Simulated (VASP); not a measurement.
# Sc (Fm-3m) in VASP: notebook

The runs below take Sc through relaxation of cell and atoms, single point, with PBE+D4, PBE, BLYP.

Program: VASP 6.6.1. These are calculated values, not measurements. Logs are shortened: lines on timing, memory, paths and dates and some standing lists are left out, and cuts for length are marked.

### Step 1. The cell of the first run

It takes space group Fm-3m (No. 225, cubic). Conventional cell: a = 4.654 Å, b = 4.654 Å, c = 4.654 Å, α = 90.00°, β = 90.00°, γ = 90.00°. Within 4.3 Å of Sc (site symmetry m-3m) lie 12 Sc at 3.29 Å.

### Step 2. Relaxation of cell and atoms, PBE+D4

The input, INCAR:

```
  PREC = Accurate
  ENCUT = 500
  EDIFF = 1E-7
  ISMEAR = -1
  SIGMA = 0.1
  LREAL = F
  LASPH = T
  NELM = 120
  ALGO = Normal
  ISIF = 3
  LWAVE = F
  LCHARG = F
  GGA = PE
  IVDW = 13
  IBRION = 2
  NSW = 30
  EDIFFG = -0.008
  ISYM = 0
  GGA_COMPAT = F
  NELMIN = 4
```

The input, KPOINTS:

```
Automatic mesh
0
Gamma
  2 2 2
  0 0 0.5
```

The input, POSCAR:

```
Sc
1.0
    0.0000000000      2.3268462047      2.3268462047
    2.3268462047      0.0000000000      2.3268462047
    2.3268462047      2.3268462047      0.0000000000
Sc
1
Direct
    0.0000000000      0.0000000000      0.0000000000
```

Potentials or basis: VASP PAW PBE potentials, release 64 (Sc_sv).

Started as:

```console
$ cat potpaw_PBE.64/Sc_sv/POTCAR > POTCAR
$ mpirun -np 1 vasp_std > vasp.out
```

OUTCAR:

```text
PREC = Accurate
   ENCUT = 500
   EDIFF = 1E-7
   ISMEAR = -1
   LREAL = F
   LASPH = T
   NELM = 120
   ISIF = 3
   GGA = PE
   IVDW = 13
   IBRION = 2
   NSW = 30
   EDIFFG = -0.008
   ISYM = 0
   NELMIN = 4

 ion  position               nearest neighbor table
   1  0.000  0.000  0.000-

IMPORTANT INFORMATION: All symmetrisations will be switched off!
NOSYMM: (Re-)initialisation of all symmetry stuff for point group C_1.

----------------------------------------------------------------------------------------

                                     Primitive cell

  volume of cell :      25.1961

  direct lattice vectors                    reciprocal lattice vectors
     0.000000000  2.326846205  2.326846205    -0.214883132  0.214883132  0.214883132
     2.326846205  0.000000000  2.326846205     0.214883132 -0.214883132  0.214883132
     2.326846205  2.326846205  0.000000000     0.214883132  0.214883132 -0.214883132

  length of vectors
     3.290657460  3.290657460  3.290657460     0.372188502  0.372188502  0.372188502

  position of ions in fractional coordinates (direct lattice)
     0.000000000  0.000000000  0.000000000

  ion indices of the primitive-cell ions
   primitive index   ion index
                 1           1

----------------------------------------------------------------------------------------

 KPOINTS: Automatic mesh

Automatic generation of k-mesh.
 Grid dimensions read from file:
 generate k-points for:    2    2    2

 Generating k-lattice:

  Cartesian coordinates                     Fractional coordinates (reciprocal lattice)
    -0.107441566  0.107441566  0.107441566     0.500000000  0.000000000  0.000000000
     0.107441566 -0.107441566  0.107441566     0.000000000  0.500000000  0.000000000
     0.107441566  0.107441566 -0.107441566     0.000000000  0.000000000  0.500000000

  Length of vectors
     0.186094251  0.186094251  0.186094251

  Shift w.r.t. Gamma in fractional coordinates (k-lattice)
     0.000000000  0.000000000  0.500000000

 Subroutine IBZKPT returns following result:
 ===========================================

 Found     16 irreducible k-points:

 Following reciprocal coordinates:
            Coordinates               Weight
  0.000000  0.000000  0.250000      2.000000
  0.250000  0.000000  0.000000      2.000000
  0.000000  0.250000  0.000000      2.000000
  0.250000  0.250000  0.250000      2.000000
  0.500000  0.000000  0.250000      2.000000
  0.250000  0.500000  0.000000      2.000000
[... 8 lines left out ...]
 -0.250000  0.250000  0.250000      2.000000
  0.250000  0.000000  0.500000      2.000000
   k-points           NKPTS =     16   k-points in BZ     NKDIM =     16   number of bands    NBANDS=      9
   number of dos      NEDOS =    301   number of ions     NIONS =      1
   total plane-waves  NPLWV =  13824
   dimension x,y,z NGX =    24 NGY =   24 NGZ =   24
   dimension x,y,z NGXF=    48 NGYF=   48 NGZF=   48
   ions per type =               1
   NGX,Y,Z   is equivalent  to a cutoff of  12.12, 12.12, 12.12 a.u.
   NGXF,Y,Z  is equivalent  to a cutoff of  24.25, 24.25, 24.25 a.u.
 SYSTEM =  unknown system
   PREC   = accura    normal or accurate (medium, high low for compatibility)
   ISTART =      0    job   : 0-new  1-cont  2-samecut
   ICHARG =      2    charge: 1-file 2-atom 10-const
   ISPIN  =      1    spin polarized calculation?
   LNONCOLLINEAR =      F non collinear calculations
   LSORBIT =      F    spin-orbit coupling
   LASPH  =      T    aspherical Exc in radial PAW
   ENCUT  =  500.0 eV  36.75 Ry    6.06 a.u.   6.00  6.00  6.00*2*pi/ulx,y,z
   NELM   =    120;   NELMIN=  4; NELMDL= -5     # of ELM steps
   EDIFF  = 0.1E-06   stopping-criterion for ELM
   LREAL  =      F    real-space projection
   EDIFFG = -.8E-02   stopping-criterion for IOM
   NSW    =     30    number of steps for IOM
   IBRION =      2    ionic relax: 0-MD 1-quasi-New 2-CG
   NFREE  =      1    steps in history (QN), initial steepest desc. (CG)
   ISIF   =      3    stress and relaxation
   ISYM   =      0    0-nonsym 1-usesym 2-fastsym
   POTIM  = 0.5000    time-step for ionic-motion
   TEBEG  =    0.0;   TEEND  =   0.0 temperature during run
   PSTRESS=    0.0 pullay stress
   NELECT =      11.0000    total number of electrons
   NUPDOWN=      -1.0000    fix difference up-down
   EMIN   =  10.00;   EMAX   =-10.00  energy-range for DOS
   EFERMI =   0.00;   METHOD = LEGACY
   ISMEAR =    -1;   SIGMA  =   0.10  broadening in eV -4-tet -1-fermi 0-gaus
   EFERMI_NEDOS =   21; number of points for ismear=-14 and -15
   IALGO  =     38    algorithm
   IMIX   =      4    mixing-type and parameters
     AMIX     =   0.40;   BMIX     =  1.00
     AMIX_MAG =   1.60;   BMIX_MAG =  1.00
  volume/ion in A,a.u.               =      25.20       170.03
  Fermi-wavevector in a.u.,A,eV,Ry     =   1.241923  2.346894 20.985259  1.542373
  Thomas-Fermi vector in A             =   2.376300
   LORBIT       =      0    0 simple, 1 ext, 2 COOP (PROOUT), +10 PAW based schemes
   GGA     = PE    functional components
   LHFCALC =     F    Hartree Fock is set to
   AEXX    =    0.0000 exact exchange contribution
   IVDW    =    13    specifies the selected vdW correction
   LEPSILON=     F    determine dielectric tensor
   LRPA    =     F    only Hartree local field effects (RPA)
 conjugate gradient relaxation of ions
 non-spin polarized calculation
  energy-cutoff  :      500.00
  volume of cell :       25.20
 maximum number of plane-waves:       643
   NGX = 11   NGY = 11   NGZ = 11

--------------------------------------- Ionic step        1  -------------------------------------------

 number of electron      11.0000003 magnetization

 Free energy of the ion-electron system (eV)
  ---------------------------------------------------
  ext. energy  EPLUGINS =         0.00000000
  ---------------------------------------------------
  free energy    TOTEN  =        -6.25151277 eV

  energy without entropy =       -6.15585353  energy(sigma->0) =       -6.20368315

------------------------ aborting loop because EDIFF is reached ----------------------------------------

  DFT-D4 for vdW energy calculation

  Edisp (eV):   -0.26083

  FORCE on cell =-STRESS in cart. coord.  units (eV):
  Direction    XX          YY          ZZ          XY          YZ          ZX
  --------------------------------------------------------------------------------------
  -------------------------------------------------------------------------------------
  Total      -0.28646    -0.28647    -0.28645     0.00000     0.00003     0.00002
  in kB     -18.21575   -18.21623   -18.21475     0.00006     0.00175     0.00129
  external pressure =      -18.22 kB  Pullay stress =        0.00 kB

 VOLUME and BASIS-vectors are now :
 -----------------------------------------------------------------------------
  energy-cutoff  :      500.00
  volume of cell :       25.20
      direct lattice vectors                 reciprocal lattice vectors
     0.000000000  2.326846205  2.326846205    -0.214883132  0.214883132  0.214883132
     2.326846205  0.000000000  2.326846205     0.214883132 -0.214883132  0.214883132
     2.326846205  2.326846205  0.000000000     0.214883132  0.214883132 -0.214883132

 POSITION                                       TOTAL-FORCE (eV/Angst)
 -----------------------------------------------------------------------------------
      0.00000      0.00000      0.00000         0.000050      0.000007      0.000021
 -----------------------------------------------------------------------------------
    total drift:                                0.000050      0.000007      0.000021

  FREE ENERGIE OF THE ION-ELECTRON SYSTEM (eV)
  ---------------------------------------------------
  free  energy   TOTEN  =        -6.5123424014 eV

  energy  without entropy=       -6.4166831613  energy(sigma->0) =       -6.46451278

--------------------------------------- Ionic step        2  -------------------------------------------

 number of electron      10.9999996 magnetization

------------------------ aborting loop because EDIFF is reached ----------------------------------------

  DFT-D4 for vdW energy calculation

  Edisp (eV):   -0.27161

  FORCE on cell =-STRESS in cart. coord.  units (eV):
  Direction    XX          YY          ZZ          XY          YZ          ZX
  --------------------------------------------------------------------------------------
  -------------------------------------------------------------------------------------
  Total       0.04412     0.04414     0.04411    -0.00000    -0.00001    -0.00001
  in kB       2.92522     2.92655     2.92457    -0.00011    -0.00065    -0.00052
  external pressure =        2.93 kB  Pullay stress =        0.00 kB

 VOLUME and BASIS-vectors are now :
 -----------------------------------------------------------------------------
  energy-cutoff  :      500.00
  volume of cell :       24.17
      direct lattice vectors                 reciprocal lattice vectors
     0.000002377  2.294691977  2.294694600    -0.217894608  0.217894178  0.217894135
     2.294692000  0.000003196  2.294693779     0.217894176 -0.217894766  0.217894291
     2.294689832  2.294688987  0.000005366     0.217894588  0.217894746 -0.217894723

 POSITION                                       TOTAL-FORCE (eV/Angst)
 -----------------------------------------------------------------------------------
      0.00000      2.29469      2.29470        -0.000008      0.000003     -0.000004
 -----------------------------------------------------------------------------------
    total drift:                               -0.000008      0.000003     -0.000004

  FREE ENERGIE OF THE ION-ELECTRON SYSTEM (eV)
  ---------------------------------------------------
  free  energy   TOTEN  =        -6.5174270340 eV

  energy  without entropy=       -6.4218079703  energy(sigma->0) =       -6.46961750

--------------------------------------- Ionic step        3  -------------------------------------------

 number of electron      10.9999997 magnetization

 Free energy of the ion-electron system (eV)
  ---------------------------------------------------
  ext. energy  EPLUGINS =         0.00000000
  ---------------------------------------------------
  free energy    TOTEN  =        -6.24737594 eV

  energy without entropy =       -6.15175243  energy(sigma->0) =       -6.19956418

 E-fermi :   3.5931     XC(G=0):  -9.9402

 val. band max:        3.5237778920   @ k =   0.0000   0.2500   0.5000
 cond. band min:       4.5409552139   @ k =   0.2500   0.2500   0.2500
 fundamental gap:      1.0171773219
 Fermi energy:         3.5930856385

 k-point     1 :       0.0000    0.0000    0.2500
  band No.  band energies     occupation
      1     -45.6032      2.00000
      2     -24.2487      2.00000
      3     -24.0666      2.00000
      4     -24.0666      2.00000
      5       0.0700      2.00000
      6       4.5410      0.00015
      7       5.5961      0.00000
      8       5.5962      0.00000
      9       6.8318      0.00000

 k-point     2 :       0.2500    0.0000    0.0000
  band No.  band energies     occupation
      1     -45.6032      2.00000
      2     -24.2487      2.00000
      3     -24.0666      2.00000
      4     -24.0666      2.00000
      5       0.0700      2.00000
      6       4.5410      0.00015
      7       5.5961      0.00000
      8       5.5962      0.00000
      9       6.8318      0.00000
[... 157 lines left out ...]
 k-point    16 :       0.2500    0.0000    0.5000
  band No.  band energies     occupation
      1     -45.5616      2.00000
      2     -24.3794      2.00000
      3     -24.2009      2.00000
      4     -24.1399      2.00000
      5       2.5833      1.99992
      6       3.5238      1.33331
      7       4.6697      0.00004
      8       6.2725      0.00000
      9       7.7585      0.00000

------------------------ aborting loop because EDIFF is reached ----------------------------------------

  DFT-D4 for vdW energy calculation

  Edisp (eV):   -0.27017

  FORCE on cell =-STRESS in cart. coord.  units (eV):
  Direction    XX          YY          ZZ          XY          YZ          ZX
  --------------------------------------------------------------------------------------
  -------------------------------------------------------------------------------------
  Total      -0.00058    -0.00059    -0.00056     0.00001    -0.00001    -0.00000
  in kB      -0.03805    -0.03894    -0.03689     0.00049    -0.00059    -0.00016
  external pressure =       -0.04 kB  Pullay stress =        0.00 kB

 VOLUME and BASIS-vectors are now :
 -----------------------------------------------------------------------------
  energy-cutoff  :      500.00
  volume of cell :       24.30
      direct lattice vectors                 reciprocal lattice vectors
     0.000002067  2.298886143  2.298888425    -0.217497015  0.217496643  0.217496606
     2.298886164  0.000002779  2.298887711     0.217496641 -0.217497152  0.217496741
     2.298884278  2.298883544  0.000004666     0.217496998  0.217497135 -0.217497115

 POSITION                                       TOTAL-FORCE (eV/Angst)
 -----------------------------------------------------------------------------------
      0.00000      2.29889      2.29889        -0.000002      0.000001     -0.000001
 -----------------------------------------------------------------------------------
    total drift:                               -0.000002      0.000001     -0.000001

  FREE ENERGIE OF THE ION-ELECTRON SYSTEM (eV)
  ---------------------------------------------------
  free  energy   TOTEN  =        -6.5175463813 eV

  energy  without entropy=       -6.4219228738  energy(sigma->0) =       -6.46973463

 reached required accuracy - stopping structural energy minimisation
```

It took 4.8 s on 1 thread of Intel Xeon 6975P-C (Granite Rapids), shared host; peak memory 0.14 GiB.

What came out:

* Free energy: -6.5175 eV
* Relaxed volume: 24.30 Å³/atom
* Relaxed cell: a = 3.251 Å, b = 3.251 Å, c = 3.251 Å, α = 60.00°, β = 60.00°, γ = 60.00°
* Space group after relaxing (to 0.05 Å): Fm-3m (No. 225)
* Energy gained by relaxing: 5.2 meV/atom
* Ionic steps: 3
* Pressure after relaxing: 0.0 GPa
* Dispersion energy per atom: -0.270 eV

The path:
| step | energy change (eV) | largest force (eV/Å) | pressure (GPa) | volume (Å³) |
| --- | --- | --- | --- | --- |
| 1 | 0.0000 | 0.0001 | -1.82 | 25.20 |
| 2 | -0.0051 | 0.0000 | 0.29 | 24.17 |
| 3 | -0.0052 | 0.0000 | 0.00 | 24.30 |

Final structure:
```cif
data_structure
_symmetry_space_group_name_H-M 'P 1'
_symmetry_Int_Tables_number 1
_cell_length_a 3.2511
_cell_length_b 3.2511
_cell_length_c 3.2511
_cell_angle_alpha 60.000
_cell_angle_beta 60.000
_cell_angle_gamma 60.000
_cell_volume 24.30
loop_
_atom_site_label
_atom_site_type_symbol
_atom_site_fract_x
_atom_site_fract_y
_atom_site_fract_z
_atom_site_occupancy
Sc1 Sc 0.00000 0.00000 0.00000 1
```

Levels at points of the mesh, in eV from the Fermi level:
| k point | band 4 | band 5 | band 6 | band 7 | band 8 | band 9 |
| --- | --- | --- | --- | --- | --- | --- |
| (0.00, 0.00, 0.25) | -27.66 | -3.52 | 0.95 | 2.00 | 2.00 | 3.24 |

Caveat: the k points lie up to 1.18 Å⁻¹ apart in the final cell; pairwise dispersion overbinds metals, which lowers pressure and volume.

### Step 3. Single point, PBE

The input, INCAR:

```
SYSTEM = Sc
PREC = Accurate ; ENCUT = 500
EDIFF = 1E-6 ; ISMEAR = 0
SIGMA = 0.1 ; LREAL = .FALSE.
LASPH = .TRUE. ; NELM = 120
ALGO = Normal ; ISIF = 2
LWAVE = .FALSE. ; LCHARG = .FALSE.
GGA = PE ; NBANDS = 12
GGA_COMPAT = .FALSE.
```

The input, KPOINTS:

```
Automatic mesh
0
G
  8 8 8
  0 0 0
```

POSCAR is that of step 2.

Potentials or basis: VASP PAW PBE potentials, release 64 (Sc_sv).

Started as:

```console
$ cat potpaw_PBE.64/Sc_sv/POTCAR > POTCAR
$ mpirun -np 1 vasp_std > vasp.out
```

Wall time 2.8 s (1 thread of Intel Xeon 6975P-C (Granite Rapids), shared host); peak memory 0.13 GiB.

Results (log left out):

* Free energy: -6.2019 eV
* Pressure: -1.0 GPa

Levels at points of the mesh, in eV from the Fermi level:
| k point | band 2 | band 3 | band 4 | band 5 | band 6 | band 7 | band 8 | band 9 |
| --- | --- | --- | --- | --- | --- | --- | --- | --- |
| (0.00, 0.00, 0.00) | -27.94 | -27.94 | -27.94 | -5.16 | 1.53 | 1.53 | 1.53 | 2.87 |
| (0.50, 0.00, 0.00) | -28.31 | -27.99 | -27.99 | -1.76 | 0.17 | 1.43 | 1.43 | 3.73 |
| (0.50, 0.50, 0.00) | -28.28 | -28.07 | -28.07 | -1.49 | -0.61 | 1.83 | 3.73 | 3.95 |

### Step 4. Single point, BLYP

The input, INCAR:

```
SYSTEM = Sc
PREC     = Accurate       ! precision mode
ENCUT    = 500            ! plane-wave cutoff, eV
EDIFF    = 1E-6           ! SCF threshold, eV
ISMEAR   = 0              ! smearing method
SIGMA    = 0.1            ! smearing width, eV
LREAL    = .False.        ! projectors in reciprocal space
LASPH    = .True.         ! aspherical terms in the spheres
NELM     = 120            ! most SCF steps
ALGO     = Normal         ! electronic algorithm
ISIF     = 2              ! what is computed and relaxed
LWAVE    = .False.        ! write WAVECAR
LCHARG   = .False.        ! write CHGCAR
GGA      = B5             ! functional
ALDAX    = 1.0          
AGGAX    = 1.0          
AGGAC    = 1.0          
ALDAC    = 0.0          
NELECT   = 10.75        
NBANDS   = 12             ! bands
GGA_COMPAT= .False.
```

The input, KPOINTS:

```
regular mesh
0
Gamma
  8 8 8
  0 0 0
```

POSCAR is that of step 3.

Started as:

```console
$ cat potpaw_PBE.64/Sc_sv/POTCAR > POTCAR
$ mpirun -np 1 vasp_std > vasp.out
```

Run time: 5 s. Hardware: 1 thread of Intel Xeon 6975P-C (Granite Rapids), shared host; peak memory 0.14 GiB.

Results (log left out):

| Quantity | Value |
| --- | --- |
| Free energy | -6.3021 eV |

Levels at points of the mesh, in eV from the Fermi level:
| k point | band 2 | band 3 | band 4 | band 5 | band 6 | band 7 | band 8 | band 9 |
| --- | --- | --- | --- | --- | --- | --- | --- | --- |
| (0.00, 0.00, 0.00) | -27.99 | -27.99 | -27.99 | -4.79 | 1.49 | 1.49 | 1.49 | 2.76 |
| (0.50, 0.00, 0.00) | -28.35 | -28.04 | -28.04 | -1.56 | 0.60 | 1.40 | 1.40 | 3.59 |
| (0.50, 0.50, 0.00) | -28.33 | -28.12 | -28.12 | -1.30 | -0.54 | 2.23 | 3.58 | 3.80 |

Caveat: the cell carries a net charge on a neutralising background, which shifts energy and pressure; the cell is charged against a uniform background, so pressure and absolute levels hang on convention; the PAW data sets were made with another functional, which shifts forces and pressure a little.
